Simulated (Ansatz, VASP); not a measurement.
One calculation of SnMo2, two programs

File INCAR:

```
PREC     = Accurate       # precision mode
ENCUT    = 600            # plane-wave cutoff, eV
EDIFF    = 1E-6           # SCF threshold, eV
ISMEAR   = 0              # smearing method
SIGMA    = 0.1            # smearing width, eV
LREAL    = False          # projectors in reciprocal space
LASPH    = True           # aspherical terms in the spheres
NELM     = 100            # most SCF steps
ALGO     = Normal         # electronic algorithm
ISIF     = 3              # what is computed and relaxed
LWAVE    = False          # write WAVECAR
LCHARG   = False          # write CHGCAR
GGA      = PE             # functional
IBRION   = 2              # ionic algorithm
NSW      = 90             # ionic steps
EDIFFG   = -0.04          # ionic threshold
```

The input KPOINTS:

```
Automatic mesh
0
Gamma
  6 6 6
```

The input POSCAR:

```
SnMo2
1.0
    4.6621281255      0.0000000000      0.0000000000
   -2.3310640628      4.0375213925      0.0000000000
    0.0000000000      0.0000000000      2.9636707944
Sn Mo
1 2
Direct
    0.0000000000      0.0000000000      0.0000000000
    0.3333333333      0.6666666667      0.5000000000
    0.6666666667      0.3333333333      0.5000000000
```

Input for Ansatz:

```yaml
crystal:
  lattice:
    - [4.6621281255, 0.0, 0.0]
    - [-2.3310640628, 4.0375213925, 0.0]
    - [0.0, 0.0, 2.9636707944]
  atoms:
    - { symbol: Sn, position: [0.0, 0.0, 0.0] }
    - { symbol: Mo, position: [0.3333333333, 0.6666666667, 0.5] }
    - { symbol: Mo, position: [0.6666666667, 0.3333333333, 0.5] }
basis:
  ecutwfc: 420
kpoints:
  mp_grid: { grid: [6, 6, 6] }
hamiltonian:
  xc: pbe
scf:
  occupations: { method: gaussian, width: 0.1 }
  lower_state_search: "off"
output:
  forces: true
  stress: true
  eigenvalues: true
relax:
  adjacent_minimum: "off"
  f_tol: 0.04
  max_steps: 70
  cell: { stress_tol: 0.4 }
```

Alike in both runs: task relaxation of cell and atoms; functional PBE; k mesh 6 × 6 × 6; occupations gaussian, width 0.1 eV; no spin polarisation.

|  | VASP | Ansatz |
| --- | --- | --- |
| version | VASP 6.6.1 | Ansatz 0.2.0 |
| potentials or method | VASP PAW PBE potentials, release 64 (Sn_d, Mo_sv), cutoff 600 eV | scalar-relativistic, plane waves, PAW |
| valence electrons in the cell | 42 | 42 |

|  | VASP | Ansatz | Ansatz less VASP |
| --- | --- | --- | --- |
| gap on the k mesh at the Fermi level, each at its own relaxed structure (eV) | none | none | - |
| relaxed volume (Å³/atom) | 18.04 | 18.05 | +0.008 |
| relaxed cell length with the largest relative difference (Å) | 3.086 | 3.092 | +0.0052 |

A gap of «none» marks a metal or a gap that the smearing closes.
